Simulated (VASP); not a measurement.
Runs of VASP 6.6.1 on PbI2. It takes space group P-3m1 (No. 164, trigonal). The conventional cell has a = 4.564 Å, b = 4.564 Å, c = 7.048 Å, α = 90.00°, β = 90.00°, γ = 120.00°. Pb (site symmetry -3m) has 6 I at 3.24 Å within 4.3 Å. I (site symmetry 3m) has 3 Pb at 3.24 Å and 3 I at 4.21 Å within 4.3 Å. 

```csv
level,k mesh,cutoff (eV),grid for exact exchange (PRECFOCK),share of exact exchange,screening parameter,gap on the mesh (eV),pressure (GPa),largest force (eV/Å)
PBE,6 × 6 × 2,500,-,-,-,2.23,1.3,0.04
PBE,6 × 6 × 4,500,-,-,-,2.23,1.2,0.05
HSE06,6 × 6 × 2,400,Normal,0.25,0.2079 1/Å,2.93,0.7,0.08
r2SCAN,6 × 6 × 2,550,-,-,-,(a),0.7,0.01
```

Alike in all rows: task single point; potentials or basis VASP PAW PBE potentials, release 64 (Pb_d, I); no spin polarisation; cell as given; smearing gaussian 0.01 eV.

Question: Fill in the values left out.

Answer: (a) 2.62.

Caveats: some runs use coarse meshes; spin-orbit coupling is left out, which moves the levels of the heavy elements; this functional lacks dispersion, which binds layers or chains, so the pressure and a relaxed spacing across them are unreliable (at least some runs); the PAW data sets were made with another functional, which shifts forces and pressure a little (at least some runs).

A k mesh can miss the band edges, and the runs leave out spin-orbit coupling on I, Pb.
